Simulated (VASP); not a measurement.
Input of a VASP 6.6.1 run:

File INCAR:

```
ALGO = Fast
EDIFF = 1E-6
ENCUT = 520
GGA = PS
ISIF = 2
ISMEAR = 0
LASPH = T
LCHARG = T
LELF = T
LREAL = F
LVHAR = T
LWAVE = F
NBANDS = 22
NELM = 60
PREC = Accurate
SIGMA = 0.1
```

KPOINTS

```
k-points
0
Gamma
  24 24 12
```

The input POSCAR:

```
Rh
1.0
    2.7156234458      0.0000000000      0.0000000000
   -1.3578117229      2.3517988912      0.0000000000
    0.0000000000      0.0000000000      4.1558594339
Rh
2
Direct
    0.6666666840      0.3333333160      0.7500000000
    0.3333333160      0.6666666840      0.2500000000
```

Potentials or basis: VASP PAW PBE potentials, release 64 (Rh_pv).

Command:

```bash
$ cat potpaw_PBE.64/Rh_pv/POTCAR > POTCAR
$ mpirun -np 1 vasp_std > vasp.out
```

Q: Predict the band gap on the k mesh.

A: Zero (band 15 reaches 13.14 eV, above the bottom of band 16 at 10.73 eV).

Q: Predict the pressure.

A: 7.7 GPa.

Stress tensor (GPa, compression positive):
```
 2.14  0.00  0.00
 0.00  2.14  0.00
 0.00  0.00 18.80
```

Caveat: the cell differs from its parent crystal (uniaxial strain along c: -4.0 %); the PAW data sets were made with another functional, which shifts forces and pressure a little.
